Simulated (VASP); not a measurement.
# Sn (Fd-3m) in VASP: a series of runs, part 2 of 2

VASP 6.6.1.

**3. Single point, PBE (34.92 Å³/atom)**

This run uses another cell than the first one, of 34.92 Å³/atom.

INCAR

```
SYSTEM = Sn
  PREC = Accurate
  ENCUT = 520
  EDIFF = 1E-6
  ISMEAR = 0
  SIGMA = 0.05
  LREAL = .FALSE.
  LASPH = .TRUE.
  NELM = 60
  ALGO = Normal
  ISIF = 2
  LWAVE = .FALSE.
  LCHARG = .TRUE.
  GGA = PE
  LELF = .TRUE.
  LVHAR = .TRUE.
  NBANDS = 21
```

KPOINTS

```
regular mesh
0
G
  12 12 12
  0 0 0
```

POSCAR

```
Sn
1.0
    0.0000000000      3.2686366104      3.2686366104
    3.2686366104      0.0000000000      3.2686366104
    3.2686366104      3.2686366104      0.0000000000
Sn
2
Direct
    0.7500000000      0.7500000000      0.7500000000
    0.5000000000      0.5000000000      0.5000000000
```

Potentials or basis: VASP PAW PBE potentials, release 64 (Sn_d).

The run is started by

```console
cat potpaw_PBE.64/Sn_d/POTCAR > POTCAR
mpirun -np 1 vasp_std > vasp.out
```

OUTCAR:

```text
SYSTEM = Sn
   PREC = Accurate
   ENCUT = 520
   EDIFF = 1E-6
   ISMEAR = 0
   LREAL = .FALSE.
   LASPH = .TRUE.
   NELM = 60
   ISIF = 2
   GGA = PE

 ion  position               nearest neighbor table
   1  0.750  0.750  0.750-   2 2.83   2 2.83   2 2.83   2 2.83
   2  0.500  0.500  0.500-   1 2.83   1 2.83   1 2.83   1 2.83

  LATTYP: Found a face centered cubic cell.
 ALAT       =     6.5372732208

  Lattice vectors:

 A1 = (   0.0000000000,   3.2686366104,   3.2686366104)
 A2 = (   3.2686366104,   0.0000000000,   3.2686366104)
 A3 = (   3.2686366104,   3.2686366104,   0.0000000000)

Analysis of symmetry for initial positions (statically):
=====================================================================
 Subroutine PRICEL returns:
 Original cell was already a primitive cell.

 Routine SETGRP: Setting up the symmetry group for a
 face centered cubic supercell.

 Subroutine GETGRP returns: Found 48 space group operations
 (whereof 24 operations were pure point group operations)
 out of a pool of 48 trial point group operations.

The static configuration has the point symmetry T_d .
 The point group associated with its full space group is O_h .

Analysis of symmetry for dynamics (positions and initial velocities):
=====================================================================
 Subroutine PRICEL returns:
 Original cell was already a primitive cell.

 Routine SETGRP: Setting up the symmetry group for a
 face centered cubic supercell.

 Subroutine GETGRP returns: Found 48 space group operations
 (whereof 24 operations were pure point group operations)
 out of a pool of 48 trial point group operations.

The dynamic configuration has the point symmetry T_d .
 The point group associated with its full space group is O_h .

 Subroutine INISYM returns: Found 48 space group operations
 (whereof 24 operations are pure point group operations),
 and found     1 'primitive' translations

----------------------------------------------------------------------------------------

                                     Primitive cell

  volume of cell :      69.8441

  direct lattice vectors                    reciprocal lattice vectors
     0.000000000  3.268636610  3.268636610    -0.152968977  0.152968977  0.152968977
     3.268636610  0.000000000  3.268636610     0.152968977 -0.152968977  0.152968977
     3.268636610  3.268636610  0.000000000     0.152968977  0.152968977 -0.152968977

  length of vectors
     4.622550225  4.622550225  4.622550225     0.264950041  0.264950041  0.264950041

  position of ions in fractional coordinates (direct lattice)
     0.750000000  0.750000000  0.750000000
     0.500000000  0.500000000  0.500000000

  ion indices of the primitive-cell ions
   primitive index   ion index
                 1           1
                 2           2

----------------------------------------------------------------------------------------

 KPOINTS: regular mesh

Automatic generation of k-mesh.
 Grid dimensions read from file:
 generate k-points for:   12   12   12

 Generating k-lattice:

  Cartesian coordinates                     Fractional coordinates (reciprocal lattice)
    -0.012747415  0.012747415  0.012747415     0.083333333  0.000000000  0.000000000
     0.012747415 -0.012747415  0.012747415     0.000000000  0.083333333  0.000000000
     0.012747415  0.012747415 -0.012747415     0.000000000  0.000000000  0.083333333

  Length of vectors
     0.022079170  0.022079170  0.022079170

  Shift w.r.t. Gamma in fractional coordinates (k-lattice)
     0.000000000  0.000000000  0.000000000

 Subroutine IBZKPT returns following result:
 ===========================================

 Found     72 irreducible k-points:

 Following reciprocal coordinates:
            Coordinates               Weight
  0.000000  0.000000  0.000000      1.000000
  0.083333  0.000000  0.000000      8.000000
  0.166667  0.000000  0.000000      8.000000
  0.250000  0.000000  0.000000      8.000000
  0.333333  0.000000  0.000000      8.000000
  0.416667  0.000000  0.000000      8.000000
[... 16 lines left out ...]
  0.500000  0.166667  0.000000     24.000000
 -0.416667  0.166667  0.000000     24.000000
 [... further k-points ...]
   k-points           NKPTS =     72   k-points in BZ     NKDIM =     72   number of bands    NBANDS=     21
   number of dos      NEDOS =    301   number of ions     NIONS =      2
   total plane-waves  NPLWV =  46656
   dimension x,y,z NGX =    36 NGY =   36 NGZ =   36
   dimension x,y,z NGXF=    72 NGYF=   72 NGZF=   72
   ions per type =               2
   NGX,Y,Z   is equivalent  to a cutoff of  12.95, 12.95, 12.95 a.u.
   NGXF,Y,Z  is equivalent  to a cutoff of  25.89, 25.89, 25.89 a.u.
 SYSTEM =  Sn
   PREC   = accura    normal or accurate (medium, high low for compatibility)
   ISTART =      0    job   : 0-new  1-cont  2-samecut
   ICHARG =      2    charge: 1-file 2-atom 10-const
   ISPIN  =      1    spin polarized calculation?
   LNONCOLLINEAR =      F non collinear calculations
   LSORBIT =      F    spin-orbit coupling
   LASPH  =      T    aspherical Exc in radial PAW
   ENCUT  =  520.0 eV  38.22 Ry    6.18 a.u.   8.59  8.59  8.59*2*pi/ulx,y,z
   NELM   =     60;   NELMIN=  2; NELMDL= -5     # of ELM steps
   EDIFF  = 0.1E-05   stopping-criterion for ELM
   LREAL  =      F    real-space projection
   EDIFFG = 0.1E-04   stopping-criterion for IOM
   NSW    =      0    number of steps for IOM
   IBRION =     -1    ionic relax: 0-MD 1-quasi-New 2-CG
   NFREE  =      0    steps in history (QN), initial steepest desc. (CG)
   ISIF   =      2    stress and relaxation
   ISYM   =      2    0-nonsym 1-usesym 2-fastsym
   POTIM  = 0.5000    time-step for ionic-motion
   TEBEG  =    0.0;   TEEND  =   0.0 temperature during run
   PSTRESS=    0.0 pullay stress
   NELECT =      28.0000    total number of electrons
   NUPDOWN=      -1.0000    fix difference up-down
   EMIN   =  10.00;   EMAX   =-10.00  energy-range for DOS
   EFERMI =   0.00;   METHOD = LEGACY
   ISMEAR =     0;   SIGMA  =   0.05  broadening in eV -4-tet -1-fermi 0-gaus
   EFERMI_NEDOS =   21; number of points for ismear=-14 and -15
   IALGO  =     38    algorithm
   IMIX   =      4    mixing-type and parameters
     AMIX     =   0.40;   BMIX     =  1.00
     AMIX_MAG =   1.60;   BMIX_MAG =  1.00
  volume/ion in A,a.u.               =      34.92       235.67
  Fermi-wavevector in a.u.,A,eV,Ry     =   1.207121  2.281128 19.825614  1.457142
  Thomas-Fermi vector in A             =   2.342768
   LORBIT       =      0    0 simple, 1 ext, 2 COOP (PROOUT), +10 PAW based schemes
   GGA     = PE    functional components
   LHFCALC =     F    Hartree Fock is set to
   AEXX    =    0.0000 exact exchange contribution
   IVDW    =     0    specifies the selected vdW correction
   LEPSILON=     F    determine dielectric tensor
   LRPA    =     F    only Hartree local field effects (RPA)
 non-spin polarized calculation
 Gauss-broadening in eV      SIGMA  =   0.05
  energy-cutoff  :      520.00
  volume of cell :       69.84
 maximum number of plane-waves:      1899
   NGX = 17   NGY = 17   NGZ = 17

 number of electron      27.9999987 magnetization

 Free energy of the ion-electron system (eV)
  ---------------------------------------------------
  ext. energy  EPLUGINS =         0.00000000
  ---------------------------------------------------
  free energy    TOTEN  =        -7.66787573 eV

  energy without entropy =       -7.66744116  energy(sigma->0) =       -7.66765845

 E-fermi :   5.3939     XC(G=0):  -8.7798

 val. band max:        5.3622900921   @ k =   0.5000   0.0000   0.0000
 cond. band min:       5.4056665322   @ k =   0.4167   0.0000   0.0000
 fundamental gap:      0.0433764401
 Fermi energy:         5.3939465480

 k-point     1 :       0.0000    0.0000    0.0000
  band No.  band energies     occupation
      1     -16.2312      2.00000
      2     -16.2312      2.00000
      3     -16.2312      2.00000
      4     -16.1745      2.00000
      5     -16.1745      2.00000
      6     -15.8831      2.00000
[... 13 lines left out ...]
     20      13.3197      0.00000
     21      13.3197      0.00000

 k-point     2 :       0.0833    0.0000    0.0000
  band No.  band energies     occupation
      1     -16.2364      2.00000
      2     -16.2364      2.00000
      3     -16.2295      2.00000
      4     -16.1674      2.00000
      5     -16.1674      2.00000
      6     -15.8966      2.00000
[... 520 lines left out ...]
 k-point    24 :      -0.4167    0.1667    0.0000
  band No.  band energies     occupation
      1     -16.2874      2.00000
      2     -16.2729      2.00000
      3     -16.1741      2.00000
      4     -16.1015      2.00000
      5     -16.0924      2.00000
      6     -15.9688      2.00000
[... 13 lines left out ...]
     20      13.2076      0.00000
     21      13.4150      0.00000

 [... further k-points ...]
[... 5 lines left out ...]
  --------------------------------------------------------------------------------------
  -------------------------------------------------------------------------------------
  Total        0.9273094      0.9273094      0.9273094      0.0000000      0.0000000     -0.0000000
  in kB       21.2718533     21.2718533     21.2718533      0.0000000      0.0000000     -0.0000000
  external PRESSURE =      21.2718533 kB  Pullay stress =       0.0000000 kB

 VOLUME and BASIS-vectors are now :
 -----------------------------------------------------------------------------
  energy-cutoff  :      520.00
  volume of cell :       69.84
      direct lattice vectors                 reciprocal lattice vectors
     0.000000000  3.268636610  3.268636610    -0.152968977  0.152968977  0.152968977
     3.268636610  0.000000000  3.268636610     0.152968977 -0.152968977  0.152968977
     3.268636610  3.268636610  0.000000000     0.152968977  0.152968977 -0.152968977

 POSITION                                       TOTAL-FORCE (eV/Angst)
 -----------------------------------------------------------------------------------
      4.90295      4.90295      4.90295         0.000000      0.000000      0.000000
      3.26864      3.26864      3.26864        -0.000000     -0.000000     -0.000000
 -----------------------------------------------------------------------------------
    total drift:                                0.000000      0.000000      0.000000

  FREE ENERGIE OF THE ION-ELECTRON SYSTEM (eV)
  ---------------------------------------------------
  free  energy   TOTEN  =        -7.6678757265 eV

  energy  without entropy=       -7.6674411641  energy(sigma->0) =       -7.66765845
```

OSZICAR:

```text
N       E                     dE             d eps       ncg     rms          rms(c)
DAV:   1     0.228185830679E+03    0.22819E+03   -0.14891E+04  3069   0.192E+03
DAV:   2     0.170300168945E+02   -0.21116E+03   -0.20693E+03  3034   0.445E+02
DAV:   3    -0.693083523837E+01   -0.23961E+02   -0.23821E+02  3604   0.140E+02
DAV:   4    -0.769729459397E+01   -0.76646E+00   -0.76621E+00  3399   0.281E+01
DAV:   5    -0.772338042986E+01   -0.26086E-01   -0.26085E-01  4337   0.508E+00    0.312E+00
DAV:   6    -0.768417649977E+01    0.39204E-01   -0.27078E-02  4081   0.196E+00    0.183E+00
DAV:   7    -0.766568893282E+01    0.18488E-01   -0.43759E-02  3259   0.219E+00    0.162E-01
DAV:   8    -0.766750260734E+01   -0.18137E-02   -0.60899E-03  3444   0.894E-01    0.458E-02
DAV:   9    -0.766783589930E+01   -0.33329E-03   -0.45145E-04  3480   0.187E-01    0.157E-02
DAV:  10    -0.766787146047E+01   -0.35561E-04   -0.57967E-05  3924   0.488E-02    0.558E-03
DAV:  11    -0.766787601176E+01   -0.45513E-05   -0.69499E-06  2723   0.248E-02    0.139E-03
DAV:  12    -0.766787572653E+01    0.28524E-06   -0.64401E-07  2685   0.115E-02
   1 F= -.76678757E+01 E0= -.76676584E+01  d E =-.434562E-03
```

stdout:

```text
POSCAR found type information on POSCAR Sn
 POSCAR found :  1 types and       2 ions
 scaLAPACK will be used
 LDA part: xc-table for (Slater+PW92), standard interpolation
 POSCAR, INCAR and KPOINTS ok, starting setup
 FFT: planning ... GRIDC
 FFT: planning ... GRID_SOFT
 FFT: planning ... GRID
 WAVECAR not read
 entering main loop
```

It took 79 s on 1 thread of Intel Xeon Platinum 8375C at 2.90GHz (Ice Lake), shared host; peak memory 0.25 GiB.

Results:

```
Free energy            : -7.6679 eV
Pressure               : 2.1 GPa
Band gap on the k mesh : zero (bands 14 and 15 overlap by 0.13 eV)
```

Caveat: spin-orbit coupling is left out, which moves the levels of the heavy elements.
